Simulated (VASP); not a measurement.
# ZnS (wurtzite type) (P6_3mc) in VASP: notebook, part 2 of 2

VASP 6.6.1. Earlier steps stand in the parts before.

### 3 Single point, PBE

INCAR

```
PREC = Accurate ; ENCUT = 500
EDIFF = 1E-6 ; ISMEAR = -1
SIGMA = 0.05 ; LREAL = False
LASPH = True ; NELM = 120
ALGO = Normal ; ISIF = 2
LWAVE = False ; LCHARG = False
GGA = PE ; NBANDS = 26
GGA_COMPAT = False
```

KPOINTS

```
regular mesh
0
Gamma
  10 10 5
```

POSCAR

```
ZnS
1.0
    3.8445746294      0.0000000000      0.0000000000
   -1.9222873147      3.3294992958      0.0000000000
    0.0000000000      0.0000000000      6.3050789164
Zn S
2 2
Direct
    0.3333333333      0.6666666667      0.0007376502
    0.6666666667      0.3333333333      0.5007376502
    0.3333333333      0.6666666667      0.3752623498
    0.6666666667      0.3333333333      0.8752623498
```

Potentials or basis: VASP PAW PBE potentials, release 64 (Zn, S).

Launch:

```bash
$ cat potpaw_PBE.64/Zn/POTCAR potpaw_PBE.64/S/POTCAR > POTCAR
$ mpirun -np 1 vasp_std > vasp.out
```

OUTCAR:

```text
PREC = Accurate
   ENCUT = 500
   EDIFF = 1E-6
   ISMEAR = -1
   LREAL = False
   LASPH = True
   NELM = 120
   ISIF = 2
   GGA = PE

 ion  position               nearest neighbor table
   1  0.333  0.667  0.001-   4 2.36   4 2.36   4 2.36   3 2.36
   2  0.667  0.333  0.501-   3 2.36   3 2.36   3 2.36   4 2.36
   3  0.333  0.667  0.375-   2 2.36   2 2.36   2 2.36   1 2.36
   4  0.667  0.333  0.875-   1 2.36   1 2.36   1 2.36   2 2.36

  LATTYP: Found a hexagonal cell.
 ALAT       =     3.8445746294
 C/A-ratio  =     1.6399938938

  Lattice vectors:

 A1 = (   3.8445746294,   0.0000000000,   0.0000000000)
 A2 = (  -1.9222873147,   3.3294992958,   0.0000000000)
 A3 = (   0.0000000000,   0.0000000000,   6.3050789164)

Analysis of symmetry for initial positions (statically):
=====================================================================
 Subroutine PRICEL returns:
 Original cell was already a primitive cell.

 Routine SETGRP: Setting up the symmetry group for a
 hexagonal supercell.

 Subroutine GETGRP returns: Found 12 space group operations
 (whereof  6 operations were pure point group operations)
 out of a pool of 24 trial point group operations.

The static configuration has the point symmetry C_3v.
 The point group associated with its full space group is C_6v.

Analysis of symmetry for dynamics (positions and initial velocities):
=====================================================================
 Subroutine PRICEL returns:
 Original cell was already a primitive cell.

 Routine SETGRP: Setting up the symmetry group for a
 hexagonal supercell.

 Subroutine GETGRP returns: Found 12 space group operations
 (whereof  6 operations were pure point group operations)
 out of a pool of 24 trial point group operations.

The dynamic configuration has the point symmetry C_3v.
 The point group associated with its full space group is C_6v.

 Subroutine INISYM returns: Found 12 space group operations
 (whereof  6 operations are pure point group operations),
 and found     1 'primitive' translations

----------------------------------------------------------------------------------------

                                     Primitive cell

  volume of cell :      80.7082

  direct lattice vectors                    reciprocal lattice vectors
     3.844574629  0.000000000  0.000000000     0.260106799  0.150172730  0.000000000
    -1.922287315  3.329499296  0.000000000     0.000000000  0.300345461  0.000000000
     0.000000000  0.000000000  6.305078916     0.000000000  0.000000000  0.158602297

  length of vectors
     3.844574629  3.844574629  6.305078916     0.300345461  0.300345461  0.158602297

  position of ions in fractional coordinates (direct lattice)
     0.333333333  0.666666667  0.000737650
     0.666666667  0.333333333  0.500737650
     0.333333333  0.666666667  0.375262350
     0.666666667  0.333333333  0.875262350

  ion indices of the primitive-cell ions
   primitive index   ion index
                 1           1
                 2           2
                 3           3
                 4           4

----------------------------------------------------------------------------------------

 KPOINTS: regular mesh

Automatic generation of k-mesh.
 Grid dimensions read from file:
 generate k-points for:   10   10    5

 Generating k-lattice:

  Cartesian coordinates                     Fractional coordinates (reciprocal lattice)
     0.026010680  0.015017273  0.000000000     0.100000000 -0.000000000  0.000000000
     0.000000000  0.030034546  0.000000000     0.000000000  0.100000000  0.000000000
     0.000000000  0.000000000  0.031720459     0.000000000  0.000000000  0.200000000

  Length of vectors
     0.030034546  0.030034546  0.031720459

  Shift w.r.t. Gamma in fractional coordinates (k-lattice)
     0.000000000  0.000000000  0.000000000

 Subroutine IBZKPT returns following result:
 ===========================================

 Found     42 irreducible k-points:

 Following reciprocal coordinates:
            Coordinates               Weight
  0.000000  0.000000  0.000000      1.000000
  0.100000  0.000000  0.000000      6.000000
  0.200000  0.000000  0.000000      6.000000
  0.300000  0.000000  0.000000      6.000000
  0.400000  0.000000  0.000000      6.000000
  0.500000  0.000000  0.000000      3.000000
[... 16 lines left out ...]
  0.300000  0.100000  0.200000     24.000000
  0.400000  0.100000  0.200000     24.000000
 [... further k-points ...]
   k-points           NKPTS =     42   k-points in BZ     NKDIM =     42   number of bands    NBANDS=     26
   number of dos      NEDOS =    301   number of ions     NIONS =      4
   total plane-waves  NPLWV =  37632
   dimension x,y,z NGX =    28 NGY =   28 NGZ =   48
   dimension x,y,z NGXF=    56 NGYF=   56 NGZF=   96
   ions per type =               2   2
   NGX,Y,Z   is equivalent  to a cutoff of  12.11, 12.11, 12.66 a.u.
   NGXF,Y,Z  is equivalent  to a cutoff of  24.22, 24.22, 25.31 a.u.
 SYSTEM =  unknown system
   PREC   = accura    normal or accurate (medium, high low for compatibility)
   ISTART =      0    job   : 0-new  1-cont  2-samecut
   ICHARG =      2    charge: 1-file 2-atom 10-const
   ISPIN  =      1    spin polarized calculation?
   LNONCOLLINEAR =      F non collinear calculations
   LSORBIT =      F    spin-orbit coupling
   LASPH  =      T    aspherical Exc in radial PAW
   ENCUT  =  500.0 eV  36.75 Ry    6.06 a.u.   7.01  7.01 11.50*2*pi/ulx,y,z
   NELM   =    120;   NELMIN=  2; NELMDL= -5     # of ELM steps
   EDIFF  = 0.1E-05   stopping-criterion for ELM
   LREAL  =      F    real-space projection
   EDIFFG = 0.1E-04   stopping-criterion for IOM
   NSW    =      0    number of steps for IOM
   IBRION =     -1    ionic relax: 0-MD 1-quasi-New 2-CG
   NFREE  =      0    steps in history (QN), initial steepest desc. (CG)
   ISIF   =      2    stress and relaxation
   ISYM   =      2    0-nonsym 1-usesym 2-fastsym
   POTIM  = 0.5000    time-step for ionic-motion
   TEBEG  =    0.0;   TEEND  =   0.0 temperature during run
   PSTRESS=    0.0 pullay stress
   NELECT =      36.0000    total number of electrons
   NUPDOWN=      -1.0000    fix difference up-down
   EMIN   =  10.00;   EMAX   =-10.00  energy-range for DOS
   EFERMI =   0.00;   METHOD = LEGACY
   ISMEAR =    -1;   SIGMA  =   0.05  broadening in eV -4-tet -1-fermi 0-gaus
   EFERMI_NEDOS =   21; number of points for ismear=-14 and -15
   IALGO  =     38    algorithm
   IMIX   =      4    mixing-type and parameters
     AMIX     =   0.40;   BMIX     =  1.00
     AMIX_MAG =   1.60;   BMIX_MAG =  1.00
  volume/ion in A,a.u.               =      20.18       136.16
  Fermi-wavevector in a.u.,A,eV,Ry     =   1.250844  2.363752 21.287814  1.564610
  Thomas-Fermi vector in A             =   2.384819
   LORBIT       =      0    0 simple, 1 ext, 2 COOP (PROOUT), +10 PAW based schemes
   GGA     = PE    functional components
   LHFCALC =     F    Hartree Fock is set to
   AEXX    =    0.0000 exact exchange contribution
   IVDW    =     0    specifies the selected vdW correction
   LEPSILON=     F    determine dielectric tensor
   LRPA    =     F    only Hartree local field effects (RPA)
 non-spin polarized calculation
  energy-cutoff  :      500.00
  volume of cell :       80.71
 maximum number of plane-waves:      2063
 NGX is ok and might be reduce to    28
   NGX = 13   NGY = 13   NGZ = 23

 number of electron      36.0000007 magnetization

 Free energy of the ion-electron system (eV)
  ---------------------------------------------------
  ext. energy  EPLUGINS =         0.00000000
  ---------------------------------------------------
  free energy    TOTEN  =       -13.69332381 eV

  energy without entropy =      -13.69332381  energy(sigma->0) =      -13.69332381

 E-fermi :   2.8988     XC(G=0):  -9.5182

 val. band max:        1.9174095988   @ k =   0.0000   0.0000   0.0000
 cond. band min:       4.0007692859   @ k =   0.0000   0.0000   0.0000
 fundamental gap:      2.0833596871
 Fermi energy:         2.8988197652

 k-point     1 :       0.0000    0.0000    0.0000
  band No.  band energies     occupation
      1     -11.0931      2.00000
      2     -10.2036      2.00000
      3      -4.3397      2.00000
      4      -4.3279      2.00000
      5      -4.3279      2.00000
      6      -4.2498      2.00000
[... 18 lines left out ...]
     25       9.5956      0.00000
     26      11.0469      0.00000
[... 644 lines left out ...]
      4      -4.2191      2.00000
      5      -4.1671      2.00000
      6      -4.0679      2.00000
[... 18 lines left out ...]
     25      11.1345      0.00000
     26      12.3691      0.00000

 [... further k-points ...]
[... 5 lines left out ...]
  --------------------------------------------------------------------------------------
  -------------------------------------------------------------------------------------
  Total        0.0840177      0.0840177      0.0812130      0.0000000      0.0000000      0.0000000
  in kB        1.6678747      1.6678747      1.6121990      0.0000000      0.0000000      0.0000000
  external PRESSURE =       1.6493161 kB  Pullay stress =       0.0000000 kB

 VOLUME and BASIS-vectors are now :
 -----------------------------------------------------------------------------
  energy-cutoff  :      500.00
  volume of cell :       80.71
      direct lattice vectors                 reciprocal lattice vectors
     3.844574629  0.000000000  0.000000000     0.260106799  0.150172730  0.000000000
    -1.922287315  3.329499296  0.000000000     0.000000000  0.300345461  0.000000000
     0.000000000  0.000000000  6.305078916     0.000000000  0.000000000  0.158602297

 POSITION                                       TOTAL-FORCE (eV/Angst)
 -----------------------------------------------------------------------------------
     -0.00000      2.21967      0.00465        -0.000000     -0.000000      0.000912
      1.92229      1.10983      3.15719         0.000000      0.000000      0.000912
     -0.00000      2.21967      2.36606        -0.000000      0.000000     -0.000912
      1.92229      1.10983      5.51860         0.000000      0.000000     -0.000912
 -----------------------------------------------------------------------------------
    total drift:                               -0.000001     -0.000001     -0.000808

  FREE ENERGIE OF THE ION-ELECTRON SYSTEM (eV)
  ---------------------------------------------------
  free  energy   TOTEN  =       -13.6933238060 eV

  energy  without entropy=      -13.6933238059  energy(sigma->0) =      -13.69332381
```

OSZICAR:

```text
N       E                     dE             d eps       ncg     rms          rms(c)
DAV:   1     0.239734320905E+03    0.23973E+03   -0.16650E+04  2184   0.161E+03
DAV:   2     0.917065136772E+01   -0.23056E+03   -0.22026E+03  2304   0.343E+02
DAV:   3    -0.139921266792E+02   -0.23163E+02   -0.22942E+02  2556   0.109E+02
DAV:   4    -0.145393424277E+02   -0.54722E+00   -0.54605E+00  2526   0.170E+01
DAV:   5    -0.145479332526E+02   -0.85908E-02   -0.85889E-02  2648   0.208E+00    0.936E+00
DAV:   6    -0.137023106995E+02    0.84562E+00   -0.16359E+00  3302   0.364E+01    0.724E+00
DAV:   7    -0.136979426557E+02    0.43680E-02   -0.11695E+00  2332   0.631E+00    0.337E+00
DAV:   8    -0.136923203298E+02    0.56223E-02   -0.34971E-02  2692   0.187E+00    0.917E-01
DAV:   9    -0.136929364648E+02   -0.61613E-03   -0.81417E-03  2992   0.134E+00    0.220E-01
DAV:  10    -0.136930993825E+02   -0.16292E-03   -0.63991E-04  2550   0.321E-01    0.915E-02
DAV:  11    -0.136933216950E+02   -0.22231E-03   -0.36278E-04  2268   0.120E-01    0.570E-02
DAV:  12    -0.136933205432E+02    0.11518E-05   -0.11385E-05  2620   0.278E-02    0.109E-02
DAV:  13    -0.136933237565E+02   -0.32133E-05   -0.47360E-06  2200   0.142E-02    0.258E-03
DAV:  14    -0.136933238060E+02   -0.49536E-07   -0.41183E-07  1840   0.132E-02
   1 F= -.13693324E+02 E0= -.13693324E+02  d E =-.633388E-10
```

stdout:

```text
POSCAR found type information on POSCAR ZnS
 POSCAR found :  2 types and       4 ions
 scaLAPACK will be used
 LDA part: xc-table for (Slater+PW92), standard interpolation
 POSCAR, INCAR and KPOINTS ok, starting setup
 FFT: planning ... GRIDC
 FFT: planning ... GRID_SOFT
 FFT: planning ... GRID
 WAVECAR not read
 entering main loop
```

Wall time 68 s (1 thread of Intel Xeon 6975P-C, shared host); peak memory 0.22 GiB.

What came out:

| Quantity | Value |
| --- | --- |
| Free energy | -13.6933 eV |
| Pressure | 0.2 GPa |
| Band gap on the k mesh | 2.08 eV, direct |

Levels at points of the mesh, in eV from the valence-band top:
```
           k point  band 15  band 16  band 17  band 18  band 19  band 20  band 21  band 22
(0.00, 0.00, 0.00)    -0.86    -0.07     0.00     0.00     2.08     3.05     6.33     6.33
(0.50, 0.00, 0.00)    -3.15    -2.14    -1.61    -0.85     3.68     4.18     5.14     6.93
```
